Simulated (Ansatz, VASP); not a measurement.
# Te in VASP and in Ansatz

INCAR

```
PREC = Accurate ; ENCUT = 500
EDIFF = 1E-6 ; ISMEAR = -1
SIGMA = 0.02 ; LREAL = F
LASPH = T ; NELM = 120
ALGO = Normal ; ISIF = 2
LWAVE = F ; LCHARG = F
GGA = PE ; NBANDS = 16
GGA_COMPAT = F
```

KPOINTS

```
Automatic mesh
0
Gamma
  6 6 4
```

The input POSCAR:

```
Te
1.0
    4.6000299502      0.0000000000      0.0000000000
   -2.3000149751      3.9837427951      0.0000000000
    0.0000000000      0.0000000000      6.1200709249
Te
3
Direct
    0.2482171720      0.0000000000      0.3333333333
    0.0000000000      0.2482171720      0.6666666667
    0.7517828280      0.7517828280      0.0000000000
```

Input for Ansatz:

```yaml
crystal:
  lattice:
    - [4.6000299502, 0.0, 0.0]
    - [-2.3000149751, 3.9837427951, 0.0]
    - [0.0, 0.0, 6.1200709249]
  atoms:
    - { symbol: Te, position: [0.248217172, 0.0, 0.3333333333] }
    - { symbol: Te, position: [0.0, 0.248217172, 0.6666666667] }
    - { symbol: Te, position: [0.751782828, 0.751782828, 0.0] }
kpoints:
  mp_grid: { grid: [6, 6, 4] }
  band_path:
    path:
      - [0.0, 0.0, 0.0]
      - [0.5, 0.0, 0.0]
      - [0.3333333333, 0.3333333333, 0.0]
      - [0.0, 0.0, 0.5]
      - [0.5, 0.0, 0.5]
      - [0.3333333333, 0.3333333333, 0.5]
      - [0.333333, 0.333333, 0.458333]
    npoints: 1
hamiltonian:
  xc: pbe
scf:
  occupations: { method: fermi_dirac, width: 0.02 }
  n_extra_bands: 4
output:
  forces: true
  stress: true
  eigenvalues: true
```

Change from the starting cell: hydrostatic strain +2.9%.

Alike in both runs: task single point; functional PBE; k mesh 6 × 6 × 4; occupations fermi-dirac, width 0.02 eV; no spin polarisation.

|  | VASP | Ansatz |
| --- | --- | --- |
| version | VASP 6.6.1 | Ansatz 0.2.0 |
| potentials or method | VASP PAW PBE potentials, release 64 (Te) | plane waves, PAW |
| plane-wave cutoff (eV) | 500 | 420 |
| valence electrons in the cell | 18 | 48 |

```tsv
	VASP	Ansatz	Ansatz less VASP
pressure (GPa)	-0.4	-0.4	-0.02
traceless stress, the component that is largest in VASP (GPa)	-0.69	-0.71	-0.020
rms of the force components (eV/Å)	0.132	0.125	-0.0069
```

Atom by atom the forces differ by 0.007 eV/Å (rms over components). With one functional, cell and mesh, what is left measures potentials, basis and numerics. VASP's potentials hold 18 valence electrons a cell and Ansatz's 48, so a difference there can come from the potentials and not from the codes.

Spin-orbit coupling is off throughout.
